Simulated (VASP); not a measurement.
Here is a VASP 6.6.1 calculation.

Contents of INCAR:

```
PREC = Accurate
ENCUT = 500
EDIFF = 1E-6
ISMEAR = 0
SIGMA = 0.1
LREAL = F
LASPH = T
NELM = 120
ALGO = Normal
ISIF = 2
LWAVE = F
LCHARG = F
GGA = PS
NBANDS = 10
GGA_COMPAT = F
```

The input KPOINTS:

```
Automatic mesh
0
Gamma
  10 10 10
```

The input POSCAR:

```
Ir
1.0
   -1.3475155394      1.3475155394      2.0500483158
    1.3475155394     -1.3475155394      2.0500483158
    1.3475155394      1.3475155394     -2.0500483158
Ir
1
Direct
    0.0000000000      0.0000000000      0.0000000000
```

Potentials or basis: VASP PAW PBE potentials, release 64 (Ir).

The run is started by

```console
$ cat potpaw_PBE.64/Ir/POTCAR > POTCAR
$ mpirun -np 1 vasp_std > vasp.out
```

(1) Estimate the pressure.

Answers

(1) -17.6 GPa.

Caveat: the PAW data sets were made with another functional, which shifts forces and pressure a little.
